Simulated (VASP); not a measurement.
Runs of VASP 6.6.1 on Pt. The structure is that of space group Im-3m (No. 229), or close to it. The cells are those of the table. 

| task | level | cell | k mesh | cutoff (eV) | grid for exact exchange (PRECFOCK) | share of exact exchange | screening parameter | gap on the mesh (eV) | pressure (GPa) | relaxed volume (Å³/atom) |
| --- | --- | --- | --- | --- | --- | --- | --- | --- | --- | --- |
| relaxation of cell and atoms | PBE+D3(BJ) | relaxed from a = 2.743, b = 2.761, c = 2.721 Å, angles 109.3, 109.6, 109.3°, 1 atom | 12 × 12 × 12 | 600 | - | - | - | none | 0.0 | (b) |
| relaxation of cell and atoms | PBE+D4 | relaxed from a = 2.743, b = 2.761, c = 2.721 Å, angles 109.3, 109.6, 109.3°, 1 atom | 12 × 12 × 12 | 600 | - | - | - | none | 0.0 | 15.35 |
| single point | PBE+D3(BJ) | a = 2.743, b = 2.761, c = 2.721 Å, angles 109.3, 109.6, 109.3°, 1 atom | 12 × 12 × 12 | 520 | - | - | - | none | -9.4 | - |
| single point | PBE0 | a = 2.743, b = 2.761, c = 2.721 Å, angles 109.3, 109.6, 109.3°, 1 atom | 6 × 6 × 6 | 520 | Normal | 0.25 | - | none | (a) | - |
| single point | PBEsol-based screened hybrid with 25 % exact exchange | a = 2.743, b = 2.761, c = 2.721 Å, angles 109.3, 109.6, 109.3°, 1 atom | 6 × 6 × 6 | 520 | Normal | 0.25 | 0.207 1/Å | none | -14.5 | - |
| single point | PBEsol-based global hybrid with 25 % exact exchange | a = 2.688, b = 2.688, c = 2.686 Å, angles 110.2, 110.3, 107.9°, 1 atom | 6 × 6 × 6 | 520 | Normal | 0.25 | - | none | 0.2 | - |
| relaxation of cell and atoms | PBE | relaxed from a = 2.743, b = 2.761, c = 2.721 Å, angles 109.3, 109.6, 109.3°, 1 atom | 12 × 12 × 12 | 600 | - | - | - | none | 0.0 | 15.78 |
| single point | PBE-based screened hybrid with 25 % exact exchange | a = 2.743, b = 2.761, c = 2.721 Å, angles 109.3, 109.6, 109.3°, 1 atom | 6 × 6 × 6 | 520 | Normal | 0.25 | 0.3 1/Å | none | -7.9 | - |

Alike in all rows: potentials or basis VASP PAW PBE potentials, release 64 (Pt); no spin polarisation; smearing fermi-dirac 0.05 eV.

Q: Fill in the values left out.

A: (a) -8.7; (b) 15.29.

Caveats: some runs use coarse meshes; spin-orbit coupling is left out, which moves the levels of the heavy elements; the PAW data sets were made with another functional, which shifts forces and pressure a little (at least some runs); three body term missing (at least some runs); the cell stands under tension (at least some runs).

A k mesh can miss the band edges, and the runs leave out spin-orbit coupling on Pt.

A gap of «none» marks levels without a gap at the run's occupations.
